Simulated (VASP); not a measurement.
# C in VASP: further runs, part 2 of 3

VASP 6.6.1. Earlier steps stand in the parts before.

**4. Electric field gradients, LDA (equal xy, yz and zx shear strains of +1 %)**

Input file INCAR:

```
PREC = Accurate
ENCUT = 520
EDIFF = 1E-8
ISMEAR = -1
SIGMA = 0.08
LREAL = F
LASPH = T
NELM = 100
ALGO = Normal
ISIF = 2
LWAVE = F
LCHARG = F
LEFG = T
NBANDS = 11
```

Input file KPOINTS:

```
Automatic mesh
0
Gamma
  20 20 20
```

Input file POSCAR:

```
C
1.0
    0.0178340000      1.7923170000      1.7923170000
    1.7923170000      0.0178340000      1.7923170000
    1.7923170000      1.7923170000      0.0178340000
C
2
Direct
    0.5000000000      0.5000000000      0.5000000000
    0.7500000000      0.7500000000      0.7500000000
```

Potentials or basis: VASP PAW LDA potentials, release 64 (C).

On the command line:

```sh
$ cat potpaw_LDA.64/C/POTCAR > POTCAR
$ mpirun -np 1 vasp_std > vasp.out
```

OUTCAR:

```text
PREC = Accurate
   ENCUT = 520
   EDIFF = 1E-8
   ISMEAR = -1
   LREAL = F
   LASPH = T
   NELM = 100
   ISIF = 2

 ion  position               nearest neighbor table
   1  0.500  0.500  0.500-   2 1.54   2 1.54   2 1.54   2 1.56
   2  0.750  0.750  0.750-   1 1.54   1 1.54   1 1.54   1 1.56

  LATTYP: Found a trigonal (rhomboedric) cell.
 ALAT       =     2.5347817477
 COS(alpha) =     0.5099250056

  Lattice vectors:

 A1 = (   0.0178340000,   1.7923170000,   1.7923170000)
 A2 = (   1.7923170000,   0.0178340000,   1.7923170000)
 A3 = (   1.7923170000,   1.7923170000,   0.0178340000)

Analysis of symmetry for initial positions (statically):
=====================================================================
 Subroutine PRICEL returns:
 Original cell was already a primitive cell.

 Routine SETGRP: Setting up the symmetry group for a
 trigonal (rhombohedral) supercell.

 Subroutine GETGRP returns: Found 12 space group operations
 (whereof  6 operations were pure point group operations)
 out of a pool of 12 trial point group operations.

[... 523 lines left out ...]
     0.017834000  1.792317000  1.792317000    -0.283167124  0.280377300  0.280377300
     1.792317000  0.017834000  1.792317000     0.280377300 -0.283167124  0.280377300
     1.792317000  1.792317000  0.017834000     0.280377300  0.280377300 -0.283167124

 POSITION                                       TOTAL-FORCE (eV/Angst)
 -----------------------------------------------------------------------------------
      1.80123      1.80123      1.80123         0.020386      0.020386      0.020386
      2.70185      2.70185      2.70185        -0.020386     -0.020386     -0.020386
 -----------------------------------------------------------------------------------
    total drift:                                0.000000     -0.000000      0.000000

  FREE ENERGIE OF THE ION-ELECTRON SYSTEM (eV)
  ---------------------------------------------------
  free  energy   TOTEN  =       -20.2293988283 eV

  energy  without entropy=      -20.2293988281  energy(sigma->0) =      -20.22939883

 Electric field gradients (V/A^2)
---------------------------------------------------------------------
 ion       V_xx      V_yy      V_zz      V_xy      V_xz      V_yz
---------------------------------------------------------------------
   1      -0.000    -0.000     0.000     1.104     1.104     1.104
   2      -0.000    -0.000     0.000     1.104     1.104     1.104
---------------------------------------------------------------------

 Electric field gradients after diagonalization (V/A^2)
 (convention: |V_zz| > |V_xx| > |V_yy|)
----------------------------------------------------------------------
 ion       V_xx      V_yy      V_zz     asymmetry (V_yy - V_xx)/ V_zz
----------------------------------------------------------------------
   1      -1.104    -1.104     2.208       0.000
   2      -1.104    -1.104     2.208       0.000
----------------------------------------------------------------------

           NMR quadrupolar parameters

 Cq : quadrupolar parameter    Cq=e*Q*V_zz/h
 eta: asymmetry parameters     (V_yy - V_xx)/ V_zz
 Q  : nuclear electric quadrupole moment in mb (millibarn)
----------------------------------------------------------------------
 ion       Cq(MHz)       eta       Q (mb)
----------------------------------------------------------------------
   1       0.005       0.000       1.000
   2       0.005       0.000       1.000
----------------------------------------------------------------------
```

OSZICAR:

```text
N       E                     dE             d eps       ncg     rms          rms(c)
DAV:   1    -0.141325734045E+01   -0.14133E+01   -0.47897E+03 18160   0.699E+02
DAV:   2    -0.206649665160E+02   -0.19252E+02   -0.18627E+02 22338   0.127E+02
DAV:   3    -0.210317817366E+02   -0.36682E+00   -0.36590E+00 20092   0.132E+01
DAV:   4    -0.210324608845E+02   -0.67915E-03   -0.67913E-03 18463   0.716E-01
DAV:   5    -0.210324618282E+02   -0.94363E-06   -0.94356E-06 19794   0.248E-02    0.570E+00
DAV:   6    -0.204373515968E+02    0.59511E+00   -0.31677E-01 17674   0.390E+00    0.330E+00
DAV:   7    -0.202295676306E+02    0.20778E+00   -0.37750E-01 18927   0.427E+00    0.716E-01
DAV:   8    -0.202294110907E+02    0.15654E-03   -0.93975E-03 18199   0.795E-01    0.290E-02
DAV:   9    -0.202293969784E+02    0.14112E-04   -0.37312E-05 19744   0.477E-02    0.207E-02
DAV:  10    -0.202293988746E+02   -0.18962E-05   -0.23486E-06 18856   0.126E-02    0.497E-03
DAV:  11    -0.202293988287E+02    0.45854E-07   -0.12137E-07 19152   0.265E-03    0.405E-04
DAV:  12    -0.202293988283E+02    0.44685E-09   -0.26152E-09 11463   0.456E-04
   1 F= -.20229399E+02 E0= -.20229399E+02  d E =-.116182E-09
```

Run time: 55 s. Hardware: 1 thread of Intel Xeon Platinum 8375C at 2.90GHz (Ice Lake), shared host; peak memory 0.18 GiB.

What came out:

```yaml
Free_energy: -20.2294 eV
Pressure: -11.5 GPa
Largest_force: 0.035 eV/Å
Band_gap_on_the_k_mesh: 4.09 eV, indirect (least direct gap 5.22 eV)
```

Forces on the atoms (eV/Å):
```
C    0.020  0.020  0.020
C   -0.020 -0.020 -0.020
```

Electric field gradients, principal values (V/Å²):
| atom | least | middle | greatest (by size) |
| --- | --- | --- | --- |
| 1 C | -1.104 | -1.104 | 2.208 |
| 2 C | -1.104 | -1.104 | 2.208 |

Caveat: the cell differs from its parent crystal (equal xy, yz and zx shear strains of +1 %); without QUAD_EFG the Cq values of the log hold for a quadrupole moment of 1 mb, not for the nuclei. A k mesh can miss the band edges.

**5. Electric field gradients, LDA (equal xy, yz and zx shear strains of +3 %)**

Input file INCAR:

```
ALGO = Normal
EDIFF = 1E-8
ENCUT = 520
GGA = CA
ISIF = 2
ISMEAR = -1
LASPH = True
LCHARG = False
LEFG = True
LREAL = False
LWAVE = False
NBANDS = 11
NELM = 100
PREC = Accurate
SIGMA = 0.08
```

Input file KPOINTS:

```
k-points
0
Gamma
  20 20 20
```

Input file POSCAR:

```
C
1.0
    0.0535020000      1.8101510000      1.8101510000
    1.8101510000      0.0535020000      1.8101510000
    1.8101510000      1.8101510000      0.0535020000
C
2
Direct
    0.5000000000      0.5000000000      0.5000000000
    0.7500000000      0.7500000000      0.7500000000
```

Potentials or basis: VASP PAW LDA potentials, release 64 (C).

On the command line:

```sh
$ cat potpaw_LDA.64/C/POTCAR > POTCAR
$ mpirun -np 1 vasp_std > vasp.out
```

OUTCAR:

```text
EDIFF = 1E-8
   ENCUT = 520
   GGA = CA
   ISIF = 2
   ISMEAR = -1
   LASPH = True
   LREAL = False
   NELM = 100
   PREC = Accurate

 ion  position               nearest neighbor table
   1  0.500  0.500  0.500-   2 1.53   2 1.53   2 1.53   2 1.59
   2  0.750  0.750  0.750-   1 1.53   1 1.53   1 1.53   1 1.59

  LATTYP: Found a trigonal (rhomboedric) cell.
 ALAT       =     2.5604991212
 COS(alpha) =     0.5293254421

  Lattice vectors:

 A1 = (   0.0535020000,   1.8101510000,   1.8101510000)
 A2 = (   1.8101510000,   0.0535020000,   1.8101510000)
 A3 = (   1.8101510000,   1.8101510000,   0.0535020000)

Analysis of symmetry for initial positions (statically):
=====================================================================
 Subroutine PRICEL returns:
 Original cell was already a primitive cell.

 Routine SETGRP: Setting up the symmetry group for a
 trigonal (rhombohedral) supercell.

 Subroutine GETGRP returns: Found 12 space group operations
[... 526 lines left out ...]
     0.053502000  1.810151000  1.810151000    -0.288777982  0.280487705  0.280487705
     1.810151000  0.053502000  1.810151000     0.280487705 -0.288777982  0.280487705
     1.810151000  1.810151000  0.053502000     0.280487705  0.280487705 -0.288777982

 POSITION                                       TOTAL-FORCE (eV/Angst)
 -----------------------------------------------------------------------------------
      1.83690      1.83690      1.83690         0.019078      0.019078      0.019078
      2.75535      2.75535      2.75535        -0.019078     -0.019078     -0.019078
 -----------------------------------------------------------------------------------
    total drift:                                0.000000     -0.000000      0.000000

  FREE ENERGIE OF THE ION-ELECTRON SYSTEM (eV)
  ---------------------------------------------------
  free  energy   TOTEN  =       -20.1839594225 eV

  energy  without entropy=      -20.1839594224  energy(sigma->0) =      -20.18395942

 Electric field gradients (V/A^2)
---------------------------------------------------------------------
 ion       V_xx      V_yy      V_zz      V_xy      V_xz      V_yz
---------------------------------------------------------------------
   1      -0.000    -0.000    -0.000     3.273     3.273     3.273
   2      -0.000    -0.000    -0.000     3.273     3.273     3.273
---------------------------------------------------------------------

 Electric field gradients after diagonalization (V/A^2)
 (convention: |V_zz| > |V_xx| > |V_yy|)
----------------------------------------------------------------------
 ion       V_xx      V_yy      V_zz     asymmetry (V_yy - V_xx)/ V_zz
----------------------------------------------------------------------
   1      -3.273    -3.273     6.546       0.000
   2      -3.273    -3.273     6.546       0.000
----------------------------------------------------------------------

           NMR quadrupolar parameters

 Cq : quadrupolar parameter    Cq=e*Q*V_zz/h
 eta: asymmetry parameters     (V_yy - V_xx)/ V_zz
 Q  : nuclear electric quadrupole moment in mb (millibarn)
----------------------------------------------------------------------
 ion       Cq(MHz)       eta       Q (mb)
----------------------------------------------------------------------
   1       0.016       0.000       1.000
   2       0.016       0.000       1.000
----------------------------------------------------------------------
```

Wall time 58 s (1 thread of Intel Xeon Platinum 8375C at 2.90GHz (Ice Lake), shared host); peak memory 0.18 GiB.

Results:

* Free energy: -20.1840 eV
* Pressure: -10.3 GPa
* Largest force: 0.033 eV/Å
* Band gap on the k mesh: 3.99 eV, indirect (least direct gap 4.51 eV)

Forces on the atoms (eV/Å):
```
C    0.019  0.019  0.019
C   -0.019 -0.019 -0.019
```

Stress tensor (GPa, compression positive):
```
-10.28 -16.23 -16.23
-16.23 -10.28 -16.23
-16.23 -16.23 -10.28
```

Electric field gradients, principal values (V/Å²):
| atom | least | middle | greatest (by size) |
| --- | --- | --- | --- |
| 1 C | -3.273 | -3.273 | 6.546 |
| 2 C | -3.273 | -3.273 | 6.546 |

Caveat: the cell differs from its parent crystal (equal xy, yz and zx shear strains of +3 %); without QUAD_EFG the Cq values of the log hold for a quadrupole moment of 1 mb, not for the nuclei. A k mesh can miss the band edges.

[end of part 2 of 3]
